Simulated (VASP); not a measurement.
Set up this calculation in VASP 6.6.1, as the native input.

| Quantity | Value |
| --- | --- |
| Task | single point |
| Functional | PBE |
| Potentials or basis | VASP PAW PBE potentials, release 64 (Ti_sv, O) |
| Cutoff | 520 eV |
| k mesh | 9 × 6 × 4 |
| Occupations | gaussian, width 0.015 eV |
| Spin | no spin polarisation |
| Dipole correction | no |
| Further INCAR settings | ALGO = Normal; EDIFF = 1e-06; NBANDS = 46 |

The structure of TiO2 lies in POSCAR:

```
TiO2
1.0
    2.9682645463      0.0000000000      0.0000000000
    0.0002080834      4.7076067549      0.0000000000
    1.4835696211      0.2423534620      7.0834647979
Ti O
3 6
Direct
    0.0033718700      0.0003888100      0.0007031900
    0.3446402100      0.4802596500      0.3169598700
    0.6617081400      0.5204743600      0.6844963600
    0.4400381600      0.1854376900      0.1285388000
    0.7779263400      0.2977287500      0.4518780700
    0.1012362400      0.3089534200      0.8062432200
    0.9064972100      0.6918369900      0.1951715700
    0.2294071500      0.7030072800      0.5495147300
    0.5680256700      0.8153000600      0.8728271800
```

One way to write it, as run:

INCAR

```
SYSTEM = TiO2
  ALGO = Normal
  EDIFF = 1E-6
  ENCUT = 520
  GGA = PE
  ISIF = 2
  ISMEAR = 0
  LASPH = .TRUE.
  LCHARG = .FALSE.
  LREAL = .FALSE.
  LWAVE = .FALSE.
  NBANDS = 46
  NELM = 100
  PREC = Accurate
  SIGMA = 0.015
```

KPOINTS

```
k-points
0
G
  9 6 4
  0 0 0
```

Potentials or basis: VASP PAW PBE potentials, release 64 (Ti_sv, O).

Command:

```console
$ cat potpaw_PBE.64/Ti_sv/POTCAR potpaw_PBE.64/O/POTCAR > POTCAR
$ mpirun -np 1 vasp_std > vasp.out
```

Results of the run:

```json
{
  "Pressure": "4.4 GPa",
  "Largest force": "0.184 eV/Å",
  "Band gap on the k mesh": "2.24 eV (least direct gap 2.30 eV)"
}
```

Caveat: the cell stands under pressure; an odd mesh through Γ misses points on the zone boundary, where band edges can lie.

It took 6.7 min on 1 thread of AMD EPYC 7R13 Processor (Zen 3), with other jobs on the host, peak memory 0.42 GiB.
